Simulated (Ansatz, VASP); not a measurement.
Two plane-wave programs on HfB

```
Hf B
1.0
     0.00000    2.31000    2.31000
     2.31000    0.00000    2.31000
     2.31000    2.31000    0.00000
Hf B
1 1
Direct
  0.50000 0.50000 0.50000
  0.00000 0.00000 0.00000
```

Alike in both runs: task single point; functional PBE; dispersion D4; k mesh 8 × 8 × 8; occupations gaussian, width 0.05 eV; no spin polarisation.

```csv
,VASP,Ansatz
version,VASP 6.6.1,Ansatz 0.2.0
potentials or method,"VASP PAW PBE potentials, release 64 (Hf_pv, B), cutoff 500 eV","scalar-relativistic, plane waves, PAW"
valence electrons in the cell,13,29
```

VASP gave:

* gap on the k mesh at the Fermi level (eV): none
* pressure (GPa): 26.1

Which values does Ansatz return?

gap on the k mesh at the Fermi level (eV): none; pressure (GPa): 25.2.

A gap of «none» marks a metal or a gap that the smearing closes. VASP's potentials hold 13 valence electrons a cell and Ansatz's 29, so a difference there can come from the potentials and not from the codes.

Neither program's run includes spin-orbit coupling.
